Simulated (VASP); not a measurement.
The system is NaH.

```xyz
2
Lattice="0.0000 2.4236 2.4236 2.4236 0.0000 2.4236 2.4236 2.4236 0.0000" Properties=species:S:1:pos:R:3 pbc="T T T"
Na    0.0000    0.0000    0.0000
H     2.4236    2.4236    2.4236
```

This cell differs from its parent crystal: volume scaled by 0.98.

Program: VASP 6.6.1. Alike in all runs: task single point; no spin polarisation; cell as given; k mesh 9 × 9 × 9; cutoff (eV) 520; smearing fermi-dirac 0.05 eV.

Question: Order these runs on this cell by their band gap on the k mesh, lowest first.
A. level PBE; potentials or basis VASP PAW PBE potentials, release 64 (Na_pv, H)
B. level r2SCAN; potentials or basis VASP PAW PBE potentials, release 64 (Na_pv, H)
C. level LDA; potentials or basis VASP PAW LDA potentials, release 64 (Na_pv, H)
D. level PBEsol; potentials or basis VASP PAW PBE potentials, release 64 (Na_pv, H)

Answer: C (3.70 eV), D (3.86 eV), A (4.05 eV), B (4.65 eV).

A k mesh can miss the band edges.
